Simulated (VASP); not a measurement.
# SiGe4 in VASP: further runs

SiGe4 is run at these levels: PBE; tasks: single point.

All numbers are computed with VASP 6.6.1; they aren't measurements. Logs are shortened: lines on timing, memory, paths and dates and some standing lists are left out, and cuts for length are marked.

### Step 1. The cell of the first run

The cell holds a slab with vacuum, 5 atoms: a = 4.074 Å, b = 4.074 Å, c = 19.856 Å, α = 90.00°, β = 90.00°, γ = 90.00°.

### Step 2. Single point, PBE

Input file INCAR:

```
ALGO = Normal ; DIPOL = 0.5 0.5 0.347
EDIFF = 1E-6 ; ENCUT = 520
GGA = PE ; IDIPOL = 3
ISIF = 2 ; ISMEAR = 0
LASPH = T ; LCHARG = F
LDIPOL = T ; LREAL = F
LWAVE = F ; NBANDS = 38
NELM = 60 ; PREC = Accurate
SIGMA = 0.1
```

Input file KPOINTS:

```
k-points
0
Gamma
  7 7 1
```

Input file POSCAR:

```
SiGe4
1.0
    4.0740542171      0.0000000000      0.0000000000
    0.0000000000      4.0740542171      0.0000000000
    0.0000000000      0.0000000000     19.8557569412
Ge Si
4 1
Direct
    0.0000000000      0.5000000000      0.2014529092
    0.0000000000      0.0000000000      0.2739958843
    0.5000000000      0.0000000000      0.3493666172
    0.5000000000      0.5000000000      0.4208228861
    0.7500000000      0.8750000000      0.4892402081
```

Potentials or basis: VASP PAW PBE potentials, release 64 (Ge_d, Si).

Command:

```sh
> cat potpaw_PBE.64/Ge_d/POTCAR potpaw_PBE.64/Si/POTCAR > POTCAR
> mpirun -np 1 vasp_std > vasp.out
```

OUTCAR:

```text
EDIFF = 1E-6
   ENCUT = 520
   GGA = PE
   ISIF = 2
   ISMEAR = 0
   LASPH = T
   LREAL = F
   NELM = 60
   PREC = Accurate

 ion  position               nearest neighbor table
   1  0.000  0.500  0.201-   2 2.49   2 2.49
   2  0.000  0.000  0.274-   1 2.49   1 2.49   3 2.53   3 2.53
   3  0.500  0.000  0.349-   4 2.48   4 2.48   2 2.53   2 2.53   5 3.00
   4  0.500  0.500  0.421-   5 2.28   3 2.48   3 2.48
   5  0.750  0.875  0.489-   4 2.28   3 3.00

  LATTYP: Found a simple tetragonal cell.
 ALAT       =     4.0740542171
 C/A-ratio  =     4.8737095490

  Lattice vectors:

 A1 = (   4.0740542171,   0.0000000000,   0.0000000000)
 A2 = (   0.0000000000,   4.0740542171,   0.0000000000)
 A3 = (   0.0000000000,   0.0000000000,  19.8557569412)

Analysis of symmetry for initial positions (statically):
=====================================================================
 Subroutine PRICEL returns:
 Original cell was already a primitive cell.

 Routine SETGRP: Setting up the symmetry group for a
 simple tetragonal supercell.

 Subroutine GETGRP returns: Found  1 space group operations
 (whereof  1 operations were pure point group operations)
 out of a pool of 16 trial point group operations.

The static configuration has the point symmetry C_1 .

Analysis of symmetry for dynamics (positions and initial velocities):
=====================================================================
 Subroutine PRICEL returns:
 Original cell was already a primitive cell.

 Routine SETGRP: Setting up the symmetry group for a
 simple tetragonal supercell.

 Subroutine GETGRP returns: Found  1 space group operations
 (whereof  1 operations were pure point group operations)
 out of a pool of 16 trial point group operations.

The dynamic configuration has the point symmetry C_1 .

 Subroutine INISYM returns: Found  1 space group operations
 (whereof  1 operations are pure point group operations),
 and found     1 'primitive' translations

----------------------------------------------------------------------------------------

                                     Primitive cell

  volume of cell :     329.5642

  direct lattice vectors                    reciprocal lattice vectors
     4.074054217  0.000000000  0.000000000     0.245455742  0.000000000  0.000000000
     0.000000000  4.074054217  0.000000000     0.000000000  0.245455742  0.000000000
     0.000000000  0.000000000 19.855756941     0.000000000  0.000000000  0.050363227

  length of vectors
     4.074054217  4.074054217 19.855756941     0.245455742  0.245455742  0.050363227

  position of ions in fractional coordinates (direct lattice)
     0.000000000  0.500000000  0.201452909
     0.000000000  0.000000000  0.273995884
     0.500000000  0.000000000  0.349366617
     0.500000000  0.500000000  0.420822886
     0.750000000  0.875000000  0.489240208

  ion indices of the primitive-cell ions
   primitive index   ion index
                 1           1
                 2           2
                 3           3
                 4           4
                 5           5

----------------------------------------------------------------------------------------

 KPOINTS: k-points

Automatic generation of k-mesh.
 Grid dimensions read from file:
 generate k-points for:    7    7    1

 Generating k-lattice:

  Cartesian coordinates                     Fractional coordinates (reciprocal lattice)
     0.035065106  0.000000000  0.000000000     0.142857143  0.000000000  0.000000000
     0.000000000  0.035065106  0.000000000     0.000000000  0.142857143  0.000000000
     0.000000000  0.000000000  0.050363227     0.000000000  0.000000000  1.000000000

  Length of vectors
     0.035065106  0.035065106  0.050363227

  Shift w.r.t. Gamma in fractional coordinates (k-lattice)
     0.000000000  0.000000000  0.000000000

 Subroutine IBZKPT returns following result:
 ===========================================

 Found     25 irreducible k-points:

 Following reciprocal coordinates:
            Coordinates               Weight
  0.000000  0.000000  0.000000      1.000000
  0.142857  0.000000  0.000000      2.000000
  0.000000  0.142857  0.000000      2.000000
  0.285714  0.000000  0.000000      2.000000
  0.000000  0.285714  0.000000      2.000000
  0.428571  0.000000  0.000000      2.000000
[... 16 lines left out ...]
  0.285714  0.428571  0.000000      2.000000
  0.428571  0.428571  0.000000      2.000000
   k-points           NKPTS =     25   k-points in BZ     NKDIM =     25   number of bands    NBANDS=     38
   number of dos      NEDOS =    301   number of ions     NIONS =      5
   total plane-waves  NPLWV = 135000
   dimension x,y,z NGX =    30 NGY =   30 NGZ =  150
   dimension x,y,z NGXF=    60 NGYF=   60 NGZF=  300
   ions per type =               4   1
   NGX,Y,Z   is equivalent  to a cutoff of  12.24, 12.24, 12.56 a.u.
   NGXF,Y,Z  is equivalent  to a cutoff of  24.48, 24.48, 25.12 a.u.
 SYSTEM =  unknown system
   PREC   = accura    normal or accurate (medium, high low for compatibility)
   ISTART =      0    job   : 0-new  1-cont  2-samecut
   ICHARG =      2    charge: 1-file 2-atom 10-const
   ISPIN  =      1    spin polarized calculation?
   LNONCOLLINEAR =      F non collinear calculations
   LSORBIT =      F    spin-orbit coupling
   LASPH  =      T    aspherical Exc in radial PAW
   ENCUT  =  520.0 eV  38.22 Ry    6.18 a.u.   7.58  7.58 36.92*2*pi/ulx,y,z
   NELM   =     60;   NELMIN=  2; NELMDL= -5     # of ELM steps
   EDIFF  = 0.1E-05   stopping-criterion for ELM
   LREAL  =      F    real-space projection
   EDIFFG = 0.1E-04   stopping-criterion for IOM
   NSW    =      0    number of steps for IOM
   IBRION =     -1    ionic relax: 0-MD 1-quasi-New 2-CG
   NFREE  =      0    steps in history (QN), initial steepest desc. (CG)
   ISIF   =      2    stress and relaxation
   ISYM   =      2    0-nonsym 1-usesym 2-fastsym
   POTIM  = 0.5000    time-step for ionic-motion
   TEBEG  =    0.0;   TEEND  =   0.0 temperature during run
   PSTRESS=    0.0 pullay stress
   NELECT =      60.0000    total number of electrons
   NUPDOWN=      -1.0000    fix difference up-down
   EMIN   =  10.00;   EMAX   =-10.00  energy-range for DOS
   EFERMI =   0.00;   METHOD = LEGACY
   ISMEAR =     0;   SIGMA  =   0.10  broadening in eV -4-tet -1-fermi 0-gaus
   EFERMI_NEDOS =   21; number of points for ismear=-14 and -15
   IALGO  =     38    algorithm
   IMIX   =      4    mixing-type and parameters
     AMIX     =   0.40;   BMIX     =  1.00
     AMIX_MAG =   1.60;   BMIX_MAG =  1.00
  volume/ion in A,a.u.               =      65.91       444.80
  Fermi-wavevector in a.u.,A,eV,Ry     =   0.927852  1.753385 11.713375  0.860909
  Thomas-Fermi vector in A             =   2.053966
   LORBIT       =      0    0 simple, 1 ext, 2 COOP (PROOUT), +10 PAW based schemes
   GGA     = PE    functional components
   LHFCALC =     F    Hartree Fock is set to
   AEXX    =    0.0000 exact exchange contribution
   IVDW    =     0    specifies the selected vdW correction
   LEPSILON=     F    determine dielectric tensor
   LRPA    =     F    only Hartree local field effects (RPA)
 non-spin polarized calculation
 Gauss-broadening in eV      SIGMA  =   0.10
  energy-cutoff  :      520.00
  volume of cell :      329.56
 maximum number of plane-waves:      8917
   NGX = 15   NGY = 15   NGZ = 73

 dipolmoment           0.000000      0.000000      0.089234 electrons x Angstroem

 number of electron      59.9999944 magnetization

 dipolmoment           0.000000      0.000000     -0.041694 electrons x Angstroem

 Free energy of the ion-electron system (eV)
  ---------------------------------------------------
  ext. energy  EPLUGINS =         0.00000000
  ---------------------------------------------------
  free energy    TOTEN  =       -19.47126945 eV

  energy without entropy =      -19.45551514  energy(sigma->0) =      -19.46339230

 E-fermi :  -1.4442     XC(G=0):  -4.3186

 val. band max:       -1.4780312576   @ k =  -0.4286   0.1429   0.0000
 cond. band min:      -1.4154516338   @ k =   0.1429   0.4286   0.0000
 fundamental gap:      0.0625796237
 Fermi energy:        -1.4442487453

 k-point     1 :       0.0000    0.0000    0.0000
  band No.  band energies     occupation
      1     -26.1107      2.00000
      2     -26.0495      2.00000
      3     -26.0351      2.00000
      4     -26.0309      2.00000
      5     -25.9984      2.00000
      6     -25.9084      2.00000
[... 30 lines left out ...]
     37       2.0468      0.00000
     38       2.8285      0.00000

 k-point     2 :       0.1429    0.0000    0.0000
  band No.  band energies     occupation
      1     -26.1109      2.00000
      2     -26.0491      2.00000
      3     -26.0384      2.00000
      4     -26.0254      2.00000
      5     -25.9986      2.00000
      6     -25.9085      2.00000
[... 30 lines left out ...]
     37       2.1520      0.00000
     38       3.0177      0.00000

 k-point     3 :       0.0000    0.1429    0.0000
  band No.  band energies     occupation
      1     -26.1137      2.00000
      2     -26.0484      2.00000
      3     -26.0363      2.00000
      4     -26.0277      2.00000
      5     -25.9960      2.00000
      6     -25.9070      2.00000
[... 30 lines left out ...]
     37       2.4461      0.00000
[... 781 lines left out ...]
 k-point    23 :       0.2857    0.4286    0.0000
  band No.  band energies     occupation
      1     -26.1061      2.00000
      2     -26.0749      2.00000
      3     -26.0392      2.00000
      4     -26.0029      2.00000
      5     -25.9887      2.00000
      6     -25.9072      2.00000
[... 30 lines left out ...]
     37       3.4242      0.00000
     38       4.4053      0.00000

 k-point    24 :       0.4286    0.4286    0.0000
  band No.  band energies     occupation
      1     -26.1063      2.00000
      2     -26.0754      2.00000
      3     -26.0350      2.00000
      4     -26.0025      2.00000
      5     -25.9891      2.00000
      6     -25.9068      2.00000
[... 30 lines left out ...]
     37       3.1267      0.00000
     38       4.2836      0.00000

 [... further k-points ...]

------------------------ aborting loop because EDIFF is reached ----------------------------------------

 vacuum level on the upper side and lower side of the slab       (xc-potential included)        -0.306         0.093

  FORCE on cell =-STRESS in cart. coord.  units (eV):
  Direction    XX          YY          ZZ          XY          YZ          ZX
  --------------------------------------------------------------------------------------
  -------------------------------------------------------------------------------------
  Total       -2.7393652      0.5743692      0.9223280      1.3934487      0.0768082      0.4936302
  in kB      -13.3174313      2.7922976      4.4839000      6.7742543      0.3734031      2.3997845
  external PRESSURE =      -2.0137446 kB  Pullay stress =       0.0000000 kB

 VOLUME and BASIS-vectors are now :
 -----------------------------------------------------------------------------
  energy-cutoff  :      520.00
  volume of cell :      329.56
      direct lattice vectors                 reciprocal lattice vectors
     4.074054217  0.000000000  0.000000000     0.245455742  0.000000000  0.000000000
     0.000000000  4.074054217  0.000000000     0.000000000  0.245455742  0.000000000
     0.000000000  0.000000000 19.855756941     0.000000000  0.000000000  0.050363227

 POSITION                                       TOTAL-FORCE (eV/Angst)
 -----------------------------------------------------------------------------------
      0.00000      2.03703      4.00000        -0.026646      0.047854     -0.145370
      0.00000      0.00000      5.44040        -0.060742     -0.015368      0.101711
      2.03703      0.00000      6.93694         0.193763      0.334244     -0.454791
      2.03703      2.03703      8.35576        -0.456127     -0.892843      0.520106
      3.05554      3.56480      9.71423         0.349753      0.526112     -0.021656
 -----------------------------------------------------------------------------------
    total drift:                               -0.000087     -0.000031      0.002932

  FREE ENERGIE OF THE ION-ELECTRON SYSTEM (eV)
  ---------------------------------------------------
  free  energy   TOTEN  =       -19.4712694528 eV

  energy  without entropy=      -19.4555151385  energy(sigma->0) =      -19.46339230

 vacuum level on the upper side and lower side of the slab         2.942         3.348
```

Wall time 12 min (1 thread of Intel Xeon 8259CL, shared host); peak memory 0.52 GiB.

Results:

| Property | Result |
| --- | --- |
| Free energy | -19.4713 eV |
| Largest force | 1.129 eV/Å |
| Band gap on the k mesh | zero (bands 30 and 31 overlap by 0.99 eV) |

Forces in eV/Å, atoms in the order of the input:
```
Ge  -0.027  0.048 -0.145
Ge  -0.061 -0.015  0.102
Ge   0.194  0.334 -0.455
Ge  -0.456 -0.893  0.520
Si   0.350  0.526 -0.022
```

### Step 3. Single point, PBE

Input file INCAR:

```
SYSTEM = SiGe4
PREC = Accurate
ENCUT = 520
EDIFF = 1E-7
ISMEAR = 0
SIGMA = 0.1
LREAL = .False.
LASPH = .True.
NELM = 80
ALGO = Normal
ISIF = 2
LWAVE = .False.
LCHARG = .False.
LDIPOL = .True.
IDIPOL = 3
DIPOL = 0.5 0.5 0.347
GGA = PE
NBANDS = 38
```

Input file KPOINTS:

```
regular mesh
0
Gamma
  7 7 1
  0 0 0
```

Edit POSCAR of step 2 so:

```diff
@@ -12,2 +12,2 @@
     0.5000000000      0.5000000000      0.4208228861
-    0.7500000000      0.8750000000      0.4892402081
+    0.8750000000      0.7500000000      0.4891961113
```

Potentials or basis: VASP PAW PBE potentials, release 64 (Ge_d, Si).

Command:

```sh
> cat potpaw_PBE.64/Ge_d/POTCAR potpaw_PBE.64/Si/POTCAR > POTCAR
> mpirun -np 1 vasp_std > vasp.out
```

Wall time 13 min (1 thread of Intel Xeon 8259CL, shared host); peak memory 0.52 GiB.

Results (log left out):

```
Free energy            : -19.6429 eV
Largest force          : 1.239 eV/Å
Band gap on the k mesh : zero (bands 30 and 31 overlap by 0.61 eV)
```

Forces on the atoms (eV/Å):
```
Ge   0.038 -0.001 -0.109
Ge  -0.029  0.010  0.127
Ge   0.025  0.232 -0.310
Ge  -1.110 -0.453  0.312
Si   1.076  0.213 -0.020
```

Levels at points of the mesh, in eV from the Fermi level:
```csv
k point,band 28,band 29,band 30,band 31,band 32,band 33
"(0.00, 0.00, 0.00)",-0.71,-0.19,0.30,0.66,1.15,2.02
```

### Step 4. Single point, PBE

Input file INCAR:

```
SYSTEM = SiGe4
ALGO = Normal
DIPOL = 0.5 0.5 0.356
EDIFF = 1E-6
ENCUT = 520
GGA = PE
IDIPOL = 3
ISIF = 2
ISMEAR = 0
LASPH = .TRUE.
LCHARG = .FALSE.
LDIPOL = .TRUE.
LREAL = .FALSE.
LWAVE = .FALSE.
NBANDS = 38
NELM = 80
PREC = Accurate
SIGMA = 0.1
```

Input file KPOINTS:

```
k-points
0
G
  7 7 1
  0 0 0
```

Edit POSCAR of step 3 so:

```diff
@@ -12,2 +12,2 @@
     0.5000000000      0.5000000000      0.4208228861
-    0.8750000000      0.7500000000      0.4891961113
+    0.6250000000      0.6250000000      0.5328236156
```

Command:

```sh
> cat potpaw_PBE.64/Ge_d/POTCAR potpaw_PBE.64/Si/POTCAR > POTCAR
> mpirun -np 1 vasp_std > vasp.out
```

Wall time 11 min (1 thread of Intel Xeon 8259CL, shared host); peak memory 0.52 GiB.

It converged, with:

```
Free energy            : -19.1655 eV
Largest force          : 0.237 eV/Å
Band gap on the k mesh : zero (bands 30 and 31 overlap by 1.09 eV)
```

Forces on the atoms (eV/Å):
```
Ge   0.048 -0.048 -0.215
Ge  -0.019  0.097  0.215
Ge  -0.112 -0.015 -0.080
Ge  -0.005  0.065  0.081
Si   0.089 -0.099 -0.001
```

Levels at points of the mesh, in eV from the Fermi level:
```csv
k point,band 27,band 28,band 29,band 30,band 31,band 32,band 33,band 34
"(0.00, 0.00, 0.00)",-1.51,-0.53,-0.19,0.71,1.42,1.71,1.89,2.08
```

(Part 1 of 2 ends here.)
